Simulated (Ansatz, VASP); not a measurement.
## Two plane-wave programs on NaI

The input POSCAR:

```
NaI
1.0
    0.0000000000      3.1777220445      3.1777220445
    3.1777220445      0.0000000000      3.1777220445
    3.1777220445      3.1777220445      0.0000000000
Na I
1 1
Direct
    0.0000000000      0.0000000000      0.0000000000
    0.5000000000      0.5000000000      0.5000000000
```

The input INCAR.step1:

```
PREC     = Accurate       # precision mode
ENCUT    = 520            # plane-wave cutoff, eV
ISMEAR   = 0              # smearing method
SIGMA    = 0.01           # smearing width, eV
LREAL    = False          # projectors in reciprocal space
LASPH    = True           # aspherical terms in the spheres
NELM     = 60             # most SCF steps
NBANDS   = 14             # bands
GGA      = PE             # functional
ALGO     = Normal         # electronic algorithm
EDIFF    = 1E-4           # SCF threshold, eV
LWAVE    = True           # write WAVECAR
LCHARG   = False          # write CHGCAR
```

INCAR.step2

```
PREC     = Accurate       # precision mode
ENCUT    = 520            # plane-wave cutoff, eV
EDIFF    = 1E-6           # SCF threshold, eV
ISMEAR   = 0              # smearing method
SIGMA    = 0.01           # smearing width, eV
LREAL    = False          # projectors in reciprocal space
LASPH    = True           # aspherical terms in the spheres
NELM     = 60             # most SCF steps
ALGO     = Normal         # electronic algorithm
ISIF     = 2              # what is computed and relaxed
LWAVE    = False          # write WAVECAR
LCHARG   = False          # write CHGCAR
METAGGA  = R2SCAN         # meta-GGA
LMIXTAU  = True         
NBANDS   = 14             # bands
ISTART   = 1
```

The input KPOINTS:

```
regular mesh
0
Gamma
  8 8 8
```

Input for Ansatz:

```yaml
crystal:
  lattice:
    - [0.0, 3.1777220445, 3.1777220445]
    - [3.1777220445, 0.0, 3.1777220445]
    - [3.1777220445, 3.1777220445, 0.0]
  atoms:
    - { symbol: Na, position: [0.0, 0.0, 0.0] }
    - { symbol: I, position: [0.5, 0.5, 0.5] }
kpoints:
  mp_grid: { grid: [8, 8, 8] }
  band_path:
    path:
      - [0.0, 0.0, 0.0]
      - [0.5, 0.0, 0.5]
      - [0.625, 0.25, 0.625]
      - [0.375, 0.375, 0.75]
      - [0.5, 0.5, 0.5]
      - [0.5, 0.25, 0.75]
    npoints: 1
hamiltonian:
  xc: r2scan
scf:
  occupations: { method: fixed }
  n_extra_bands: 4
output:
  forces: true
  stress: true
  eigenvalues: true
```

Change from the starting cell: hydrostatic strain -1.6%.

Alike in both runs: task single point; functional r2SCAN; k mesh 8 × 8 × 8; no spin polarisation.

```csv
,VASP,Ansatz
version,VASP 6.6.1,Ansatz 0.2.0
potentials or method,"VASP PAW PBE potentials, release 64 (Na_pv, I)","plane waves, PAW"
plane-wave cutoff (eV),520,500
occupations,"gaussian, width 0.01 eV",fixed
valence electrons in the cell,14,26
```

VASP gave:

- gap on the k mesh at the Fermi level (eV): 4.62
- pressure (GPa): 0.8

Task: What did Ansatz give for the same quantities?

Result: gap on the k mesh at the Fermi level (eV): 4.61; pressure (GPa): 1.0.

VASP's potentials were made for PBE, not for r2SCAN. VASP's potentials hold 14 valence electrons a cell and Ansatz's 26, so a difference there can come from the potentials and not from the codes.

Neither program's run includes spin-orbit coupling.
